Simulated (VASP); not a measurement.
**Al: single point with PBE+D3(BJ)**

The system is Al.

```xyz
1
Lattice="0.0000 1.9607 2.1568 1.9607 0.0000 2.1568 1.9607 1.9607 0.0000" Properties=species:S:1:pos:R:3 pbc="T T T"
Al    0.0000    0.0000    0.0000
```

This cell differs from its parent crystal: ratio of the length along z to the lengths across it x 1.1, volume and fractional coordinates fixed.

| Item | Value |
| --- | --- |
| Program | VASP 6.6.1 |
| Task | single point |
| Functional | PBE |
| Dispersion | D3(BJ) |
| Potentials or basis | VASP PAW PBE potentials, release 64 (Al) |
| Cutoff | 520 eV |
| k mesh | 22 × 22 × 22 |
| Occupations | gaussian, width 0.15 eV |
| Spin | no spin polarisation |
| Dipole correction | no |
| Further INCAR settings | ALGO = Normal; EDIFF = 1e-06; NBANDS = 8 |

The pressure is -3.2 GPa and the dispersion energy per atom is -0.335 eV.

Stress tensor (GPa, compression positive):
```
-1.42  0.00  0.00
 0.00 -1.42  0.00
 0.00  0.00 -6.66
```

Levels at points of the mesh, in eV from the Fermi level:
```
           k point  band 1  band 2  band 3  band 4  band 5
(0.00, 0.00, 0.00)  -11.10   11.98   13.06   13.06   14.02
(0.50, 0.00, 0.00)   -4.56   -4.34    9.84   10.16   12.55
(0.50, 0.50, 0.00)   -3.73   -2.88    6.00    6.77    6.77
(0.50, 0.00, 0.50)   -2.44   -0.94    4.73    5.00    5.42
```

Run time: 58 s on 1 thread of AMD EPYC 9R45 96-Core Processor (Zen 5), on a shared host, peak memory 0.19 GiB.

Caveat: pairwise dispersion overbinds metals, which lowers pressure and volume.
